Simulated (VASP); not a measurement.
A run of VASP 6.6.1 is set up as follows.

File INCAR:

```
SYSTEM = Ge
PREC     = Accurate       ! precision mode
ENCUT    = 520            ! plane-wave cutoff, eV
EDIFF    = 1E-7           ! SCF threshold, eV
ISMEAR   = 0              ! smearing method
SIGMA    = 0.15           ! smearing width, eV
LREAL    = .FALSE.        ! projectors in reciprocal space
LASPH    = .TRUE.         ! aspherical terms in the spheres
NELM     = 100            ! most SCF steps
ALGO     = Normal         ! electronic algorithm
ISIF     = 2              ! what is computed and relaxed
LWAVE    = .FALSE.        ! write WAVECAR
LCHARG   = .FALSE.        ! write CHGCAR
GGA      = PS             ! functional
NBANDS   = 66             ! bands
```

File KPOINTS:

```
Automatic mesh
0
G
  12 12 4
  0 0 0
```

Contents of POSCAR:

```
Ge
1.0
    4.0041644970      0.0000000000      0.0000000000
   -2.0020822485      3.4677081753      0.0000000000
    0.0000000000      0.0000000000     13.1450496070
Ge
8
Direct
    0.0000000000      0.0000000000      0.4068073295
    0.0000000000      0.0000000000      0.5931926705
    0.0000000000      0.0000000000      0.9068073295
    0.0000000000      0.0000000000      0.0931926705
    0.3333333333      0.6666666667      0.3441392333
    0.6666666667      0.3333333333      0.6558607667
    0.6666666667      0.3333333333      0.8441392333
    0.3333333333      0.6666666667      0.1558607667
```

Potentials or basis: VASP PAW PBE potentials, release 64 (Ge_d).

Command:

```bash
$ cat potpaw_PBE.64/Ge_d/POTCAR > POTCAR
$ mpirun -np 1 vasp_std > vasp.out
```

Question: Predict the pressure.

Answer: -0.1 GPa.

Question: What does it give for the band gap on the k mesh?

Answer: 0.01 eV (least direct gap 0.05 eV).

Caveat: the smearing spreads over this small gap; semilocal functionals underestimate gaps, and a narrow one can read as zero; the PAW data sets were made with another functional, which shifts forces and pressure a little. A k mesh can miss the band edges.
